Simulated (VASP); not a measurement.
# SnO (Pmmn) in VASP: a series of runs

SnO is run at these levels: PBEsol; tasks: single point.

Everything below comes from runs of VASP 6.6.1. Logs are shortened: lines on timing, memory, paths and dates and some standing lists are left out, and cuts for length are marked.

**1. The cell of the first run**

Symmetry: Pmmn, No. 59, orthorhombic system. Conventional cell: a = 3.232 Å, b = 4.372 Å, c = 4.836 Å, α = 90.00°, β = 90.00°, γ = 90.00°. Sn (site symmetry mm2) has 4 O at 1.99 to 2.47 Å within 2.6 Å. O (site symmetry mm2) has 4 Sn at 1.99 to 2.47 Å within 2.6 Å.

**2. Single point, PBEsol (strain -0.1500 x Voigt [1, -1, 0, 0, 0, 0])**

Contents of INCAR:

```
SYSTEM = SnO
ALGO = Normal
EDIFF = 1E-7
ENCUT = 520
GGA = PS
ISIF = 2
ISMEAR = 0
LASPH = .True.
LCHARG = .True.
LELF = .True.
LREAL = .False.
LVHAR = .True.
LWAVE = .False.
NBANDS = 28
NELM = 100
PREC = Accurate
SIGMA = 0.15
```

Contents of KPOINTS:

```
k-points
0
Gamma
  12 12 10
  0 0 0
```

Contents of POSCAR:

```
SnO
1.0
    3.2317000000      0.0000000000      0.0000000000
    0.0000000000      4.3723000000      0.0000000000
    0.0000000000      0.0000000000      4.8360000000
Sn O
2 2
Direct
    0.0000000000      0.5000000000      0.2385000000
    0.5000000000      0.0000000000      0.7615000000
    0.0000000000      0.0000000000      0.0000000000
    0.5000000000      0.5000000000      0.0000000000
```

Potentials or basis: VASP PAW PBE potentials, release 64 (Sn_d, O).

Run with:

```sh
> cat potpaw_PBE.64/Sn_d/POTCAR potpaw_PBE.64/O/POTCAR > POTCAR
> mpirun -np 1 vasp_std > vasp.out
```

OUTCAR:

```text
SYSTEM = SnO
   EDIFF = 1E-7
   ENCUT = 520
   GGA = PS
   ISIF = 2
   ISMEAR = 0
   LASPH = .True.
   LREAL = .False.
   NELM = 100
   PREC = Accurate

 ion  position               nearest neighbor table
   1  0.000  0.500  0.239-   4 1.99   4 1.99   3 2.47   3 2.47   2 3.57   2 3.57   2 3.57   2 3.57
                             2 3.71   2 3.71   2 3.71   2 3.71
   2  0.500  0.000  0.761-   3 1.99   3 1.99   4 2.47   4 2.47   1 3.57   1 3.57   1 3.57   1 3.57
                             1 3.71   1 3.71   1 3.71   1 3.71
   3  0.000  0.000  0.000-   2 1.99   2 1.99   1 2.47   1 2.47
   4  0.500  0.500  0.000-   1 1.99   1 1.99   2 2.47   2 2.47

  LATTYP: Found a simple orthorhombic cell.
 ALAT       =     3.2317000000
 B/A-ratio  =     1.3529411765
 C/A-ratio  =     1.4964260296

  Lattice vectors:

 A1 = (   3.2317000000,   0.0000000000,   0.0000000000)
 A2 = (   0.0000000000,   4.3723000000,   0.0000000000)
 A3 = (   0.0000000000,   0.0000000000,   4.8360000000)

Analysis of symmetry for initial positions (statically):
=====================================================================
 Subroutine PRICEL returns:
 Original cell was already a primitive cell.

 Routine SETGRP: Setting up the symmetry group for a
 simple orthorhombic supercell.

 Subroutine GETGRP returns: Found  8 space group operations
 (whereof  4 operations were pure point group operations)
 out of a pool of  8 trial point group operations.

The static configuration has the point symmetry C_2v.
 The point group associated with its full space group is D_2h.

Analysis of symmetry for dynamics (positions and initial velocities):
=====================================================================
 Subroutine PRICEL returns:
 Original cell was already a primitive cell.

 Routine SETGRP: Setting up the symmetry group for a
 simple orthorhombic supercell.

 Subroutine GETGRP returns: Found  8 space group operations
 (whereof  4 operations were pure point group operations)
 out of a pool of  8 trial point group operations.

The dynamic configuration has the point symmetry C_2v.
 The point group associated with its full space group is D_2h.

 Subroutine INISYM returns: Found  8 space group operations
 (whereof  4 operations are pure point group operations),
 and found     1 'primitive' translations

----------------------------------------------------------------------------------------
[... 96 lines left out ...]
   NELM   =    100;   NELMIN=  2; NELMDL= -5     # of ELM steps
   EDIFF  = 0.1E-06   stopping-criterion for ELM
   LREAL  =      F    real-space projection
   EDIFFG = 0.1E-05   stopping-criterion for IOM
   NSW    =      0    number of steps for IOM
   IBRION =     -1    ionic relax: 0-MD 1-quasi-New 2-CG
   NFREE  =      0    steps in history (QN), initial steepest desc. (CG)
   ISIF   =      2    stress and relaxation
   ISYM   =      2    0-nonsym 1-usesym 2-fastsym
   POTIM  = 0.5000    time-step for ionic-motion
   TEBEG  =    0.0;   TEEND  =   0.0 temperature during run
   PSTRESS=    0.0 pullay stress
   NELECT =      40.0000    total number of electrons
   NUPDOWN=      -1.0000    fix difference up-down
   EMIN   =  10.00;   EMAX   =-10.00  energy-range for DOS
   EFERMI =   0.00;   METHOD = LEGACY
   ISMEAR =     0;   SIGMA  =   0.15  broadening in eV -4-tet -1-fermi 0-gaus
   EFERMI_NEDOS =   21; number of points for ismear=-14 and -15
   IALGO  =     38    algorithm
   IMIX   =      4    mixing-type and parameters
     AMIX     =   0.40;   BMIX     =  1.00
     AMIX_MAG =   1.60;   BMIX_MAG =  1.00
  volume/ion in A,a.u.               =      17.08       115.28
  Fermi-wavevector in a.u.,A,eV,Ry     =   1.369470  2.587922 25.517006  1.875447
  Thomas-Fermi vector in A             =   2.495342
   LORBIT       =      0    0 simple, 1 ext, 2 COOP (PROOUT), +10 PAW based schemes
   GGA     = PS    functional components
   LHFCALC =     F    Hartree Fock is set to
   AEXX    =    0.0000 exact exchange contribution
   IVDW    =     0    specifies the selected vdW correction
   LEPSILON=     F    determine dielectric tensor
   LRPA    =     F    only Hartree local field effects (RPA)
 non-spin polarized calculation
 Gauss-broadening in eV      SIGMA  =   0.15
  energy-cutoff  :      520.00
  volume of cell :       68.33
 maximum number of plane-waves:      1872
   NGX = 13   NGY = 17   NGZ = 17

 number of electron      40.0000003 magnetization

 Free energy of the ion-electron system (eV)
  ---------------------------------------------------
  ext. energy  EPLUGINS =         0.00000000
  ---------------------------------------------------
  free energy    TOTEN  =       -23.33258999 eV

  energy without entropy =      -23.33164973  energy(sigma->0) =      -23.33211986

 E-fermi :   7.4812     XC(G=0): -10.5767

 val. band max:        7.4567957088   @ k =   0.2500   0.0000   0.0000
 cond. band min:       7.5711385938   @ k =   0.5000   0.5000   0.1000
 fundamental gap:      0.1143428850
 Fermi energy:         7.4811514151

 k-point     1 :       0.0000    0.0000    0.0000
  band No.  band energies     occupation
      1     -15.0610      2.00000
      2     -14.8660      2.00000
      3     -14.2573      2.00000
      4     -14.2558      2.00000
      5     -14.1780      2.00000
      6     -14.1746      2.00000
[... 733 lines left out ...]
     27      14.7178      0.00000
     28      16.8382      0.00000

 [... further k-points ...]

------------------------ aborting loop because EDIFF is reached ----------------------------------------

  FORCE on cell =-STRESS in cart. coord.  units (eV):
  Direction    XX          YY          ZZ          XY          YZ          ZX
  --------------------------------------------------------------------------------------
  -------------------------------------------------------------------------------------
  Total       11.2797339     -1.2901619      4.7141127      0.0000000      0.0000000      0.0000000
  in kB      264.4734938    -30.2501494    110.5307873      0.0000000      0.0000000      0.0000000
  external PRESSURE =     114.9180439 kB  Pullay stress =       0.0000000 kB

 VOLUME and BASIS-vectors are now :
 -----------------------------------------------------------------------------
  energy-cutoff  :      520.00
  volume of cell :       68.33
      direct lattice vectors                 reciprocal lattice vectors
     3.231700000  0.000000000  0.000000000     0.309434663  0.000000000  0.000000000
     0.000000000  4.372300000  0.000000000     0.000000000  0.228712577  0.000000000
     0.000000000  0.000000000  4.836000000     0.000000000  0.000000000  0.206782465

 POSITION                                       TOTAL-FORCE (eV/Angst)
 -----------------------------------------------------------------------------------
      0.00000      2.18615      1.15339         0.000000      0.000000      2.318525
      1.61585      0.00000      3.68261         0.000000      0.000000     -2.318525
      0.00000      0.00000      0.00000         0.000000      0.000000      2.667453
      1.61585      2.18615      0.00000         0.000000      0.000000     -2.667453
 -----------------------------------------------------------------------------------
    total drift:                                0.000000     -0.000000      0.000000

  FREE ENERGIE OF THE ION-ELECTRON SYSTEM (eV)
  ---------------------------------------------------
  free  energy   TOTEN  =       -23.3325899919 eV

  energy  without entropy=      -23.3316497327  energy(sigma->0) =      -23.33211986
```

stdout:

```text
POSCAR found type information on POSCAR SnO
 POSCAR found :  2 types and       4 ions
 scaLAPACK will be used
 -----------------------------------------------------------------------------
|                                                                             |
|                                                                             |
|     You enforced a specific xc type in the INCAR file but a different       |
|     I HOPE YOU KNOW WHAT YOU ARE DOING!                                     |
|                                                                             |
 -----------------------------------------------------------------------------

 LDA part: xc-table for (Slater+PW92), standard interpolation
 POSCAR, INCAR and KPOINTS ok, starting setup
 FFT: planning ... GRIDC
 FFT: planning ... GRID_SOFT
 FFT: planning ... GRID
 WAVECAR not read
 entering main loop
```

Wall time 3.4 min (1 thread of Intel Xeon 6975P-C (Granite Rapids), shared host); peak memory 0.52 GiB.

What came out:

| Quantity | Value |
| --- | --- |
| Free energy | -23.3326 eV |
| Pressure | 11.5 GPa |
| Largest force | 2.667 eV/Å |
| Band gap on the k mesh | zero (bands 20 and 21 overlap by 0.02 eV) |

Forces on the atoms (eV/Å):
```
Sn   0.000  0.000  2.319
Sn   0.000  0.000 -2.319
O    0.000  0.000  2.667
O    0.000  0.000 -2.667
```

Caveat: the cell differs from its parent crystal (strain -0.1500 x Voigt [1, -1, 0, 0, 0, 0]); the stress differs along the axes, from -3 to 26 GPa; semilocal functionals underestimate gaps, and a narrow one can read as zero; the PAW data sets were made with another functional, which shifts forces and pressure a little; spin-orbit coupling is left out, which moves the levels of the heavy elements.

**3. Single point, PBEsol (strain +0.1312 x Voigt [1, -1, 0, 0, 0, 0])**

Contents of INCAR:

```
SYSTEM = SnO
PREC     = Accurate       ! precision mode
ENCUT    = 520            ! plane-wave cutoff, eV
EDIFF    = 1E-6           ! SCF threshold, eV
ISMEAR   = 0              ! smearing method
SIGMA    = 0.15           ! smearing width, eV
LREAL    = .False.        ! projectors in reciprocal space
LASPH    = .True.         ! aspherical terms in the spheres
NELM     = 60             ! most SCF steps
ALGO     = Normal         ! electronic algorithm
ISIF     = 2              ! what is computed and relaxed
LWAVE    = .False.        ! write WAVECAR
LCHARG   = .False.        ! write CHGCAR
GGA      = PS             ! functional
NBANDS   = 28             ! bands
```

Contents of KPOINTS:

```
Automatic mesh
0
Gamma
  12 12 10
  0 0 0
```

POSCAR, as its differences from that of step 2:

```diff
@@ -2,4 +2,4 @@
 1.0
-    3.2317000000      0.0000000000      0.0000000000
-    0.0000000000      4.3723000000      0.0000000000
+    4.3008224000      0.0000000000      0.0000000000
+    0.0000000000      3.3031776000      0.0000000000
     0.0000000000      0.0000000000      4.8360000000
```

Potentials or basis: VASP PAW PBE potentials, release 64 (Sn_d, O).

Run with:

```sh
> cat potpaw_PBE.64/Sn_d/POTCAR potpaw_PBE.64/O/POTCAR > POTCAR
> mpirun -np 1 vasp_std > vasp.out
```

Run time: 3.3 min. Hardware: 1 thread of Intel Xeon 6975P-C (Granite Rapids), shared host; peak memory 0.52 GiB.

Results (log left out):

| Quantity | Value |
| --- | --- |
| Free energy | -23.5749 eV |
| Pressure | 8.6 GPa |
| Largest force | 2.197 eV/Å |
| Band gap on the k mesh | zero (bands 20 and 21 overlap by 0.04 eV) |

Forces on the atoms (eV/Å):
```
Sn   0.000  0.000  1.779
Sn   0.000  0.000 -1.779
O    0.000  0.000 -2.197
O    0.000  0.000  2.197
```

Stress tensor (GPa, compression positive):
```
-3.18  0.00  0.00
 0.00 20.74  0.00
 0.00  0.00  8.24
```

Levels at points of the mesh, in eV from the Fermi level:
```
           k point  band 17  band 18  band 19  band 20  band 21  band 22  band 23  band 24
(0.00, 0.00, 0.00)    -4.12    -4.01    -2.90    -0.28     2.36     2.67     3.46     4.30
(0.50, 0.00, 0.00)    -5.07    -5.07    -3.18    -3.18     2.82     2.82     5.25     5.25
(0.00, 0.50, 0.00)    -5.14    -5.14    -2.51    -2.51     3.06     3.06     4.34     4.34
(0.50, 0.50, 0.00)    -3.27    -3.27    -1.80    -1.80    -0.07    -0.07     4.51     4.51
(0.00, 0.00, 0.50)    -4.13    -2.90    -2.56    -2.54     0.55     2.27     3.20     5.77
(0.50, 0.00, 0.50)    -5.04    -5.04    -1.98    -1.98     1.86     1.86     5.77     5.77
(0.00, 0.50, 0.50)    -5.10    -5.10    -1.99    -1.99     2.94     2.94     3.93     3.93
(0.50, 0.50, 0.50)    -3.30    -3.30    -2.55    -2.55     2.13     2.13     3.53     3.53
```

Caveat: the cell differs from its parent crystal (strain +0.1312 x Voigt [1, -1, 0, 0, 0, 0]); the stress differs along the axes, from -3 to 21 GPa; semilocal functionals underestimate gaps, and a narrow one can read as zero; the PAW data sets were made with another functional, which shifts forces and pressure a little; spin-orbit coupling is left out, which moves the levels of the heavy elements.

The gap in the log of VASP goes by the Fermi energy; the results here count the filled bands.